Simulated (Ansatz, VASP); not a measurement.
**One calculation of Ca2Si, two programs**

The input INCAR:

```
SYSTEM = Ca2Si
PREC = Accurate
ENCUT = 520
EDIFF = 1E-6
ISMEAR = 0
SIGMA = 0.05
LREAL = .False.
LASPH = .True.
NELM = 60
ALGO = Fast
ISIF = 2
LWAVE = .False.
LCHARG = .False.
NBANDS = 19
```

File KPOINTS:

```
regular mesh
0
Gamma
  8 8 8
  0 0 0
```

Contents of POSCAR:

```
Ca2Si
1.0
    0.0000000000      3.3791655132      3.7468467348
    3.3791655132      0.0000000000      3.7468467348
    3.3791655132      3.3791655132      0.0000000000
Ca Si
2 1
Direct
    0.7422466805      0.7422466805      0.7577533195
    0.2577533195      0.2577533195      0.2422466805
    0.0000000000      0.0000000000      0.0000000000
```

Input for Ansatz:

```yaml
crystal:
  lattice:
    - [0.0, 3.3791655132, 3.7468467348]
    - [3.3791655132, 0.0, 3.7468467348]
    - [3.3791655132, 3.3791655132, 0.0]
  atoms:
    - { symbol: Ca, position: [0.7422466805, 0.7422466805, 0.7577533195] }
    - { symbol: Ca, position: [0.2577533195, 0.2577533195, 0.2422466805] }
    - { symbol: Si, position: [0.0, 0.0, 0.0] }
basis:
  ecutwfc: 420
kpoints:
  mp_grid: { grid: [8, 8, 8] }
hamiltonian:
  xc: lda
  pseudopotentials: { kind: paw }
scf:
  occupations: { method: gaussian, width: 0.05 }
output:
  forces: true
  stress: true
  eigenvalues: true
```

Change from the starting cell: mode 6 frozen in at -0.054 Å, strain +e along z and -e/2 along x and y +0.0700.

Alike in both runs: task single point; functional LDA; k mesh 8 × 8 × 8; occupations gaussian, width 0.05 eV; no spin polarisation.

|  | VASP | Ansatz |
| --- | --- | --- |
| version | VASP 6.6.1 | Ansatz 0.2.0 |
| potentials or method | VASP PAW LDA potentials, release 64 (Ca_sv, Si), cutoff 520 eV | scalar-relativistic, plane waves, PAW |
| valence electrons in the cell | 24 | 24 |

|  | VASP | Ansatz | Ansatz less VASP |
| --- | --- | --- | --- |
| gap on the k mesh at the Fermi level (eV) | none | none | - |
| pressure (GPa) | 0.2 | 0.0 | -0.12 |
| traceless stress, the component that is largest in VASP (GPa) | -4.91 | -4.92 | -0.013 |
| rms of the force components (eV/Å) | 0.098 | 0.097 | -0.0008 |

LDA's correlation is that of Perdew and Zunger in VASP and of Perdew and Wang (1992) in Ansatz. Atom by atom the forces differ by 0.001 eV/Å (rms over components). A gap of «none» marks a metal or a gap that the smearing closes.
